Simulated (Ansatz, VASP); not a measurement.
PbS: VASP beside Ansatz

Contents of INCAR:

```
PREC     = Accurate       # precision mode
ENCUT    = 500            # plane-wave cutoff, eV
EDIFF    = 1E-6           # SCF threshold, eV
ISMEAR   = 0              # smearing method
SIGMA    = 0.01           # smearing width, eV
LREAL    = False          # projectors in reciprocal space
LASPH    = True           # aspherical terms in the spheres
NELM     = 120            # most SCF steps
ALGO     = Normal         # electronic algorithm
ISIF     = 2              # what is computed and relaxed
LWAVE    = False          # write WAVECAR
LCHARG   = False          # write CHGCAR
GGA      = PS             # functional
NBANDS   = 17             # bands
GGA_COMPAT= False
```

Contents of KPOINTS:

```
Automatic mesh
0
Gamma
  3 3 3
```

POSCAR

```
PbS
1.0
    0.0000000000      2.9705683225      2.9705683225
    2.9705683225      0.0000000000      2.9705683225
    2.9705683225      2.9705683225      0.0000000000
Pb S
1 1
Direct
    0.0000000000      0.0000000000      0.0000000000
    0.5000000000      0.5000000000      0.5000000000
```

Input for Ansatz:

```yaml
crystal:
  lattice:
    - [0.0, 2.9705683225, 2.9705683225]
    - [2.9705683225, 0.0, 2.9705683225]
    - [2.9705683225, 2.9705683225, 0.0]
  atoms:
    - { symbol: Pb, position: [0.0, 0.0, 0.0] }
    - { symbol: S, position: [0.5, 0.5, 0.5] }
kpoints:
  mp_grid: { grid: [3, 3, 3] }
hamiltonian:
  xc: pbesol
scf:
  occupations: { method: fixed }
  n_extra_bands: 4
output:
  forces: true
  stress: true
  eigenvalues: true
```

Alike in both runs: task single point; functional PBEsol; k mesh 3 × 3 × 3; no spin polarisation.

|  | VASP | Ansatz |
| --- | --- | --- |
| version | VASP 6.6.1 | Ansatz 0.2.0 |
| potentials or method | VASP PAW PBE potentials, release 64 (Pb_d, S) | plane waves |
| plane-wave cutoff (eV) | 500 | 420 |
| occupations | gaussian, width 0.01 eV | fixed |
| valence electrons in the cell | 20 | 20 |

Ansatz gave:

* pressure (GPa): -2.2

Question: Estimate VASP's values.

Answer: Pressure (GPa): -2.3.

VASP's potentials were made for PBE, not for PBEsol.

The k mesh is coarse, so the values compare programs but aren't converged. Neither program's run includes spin-orbit coupling.
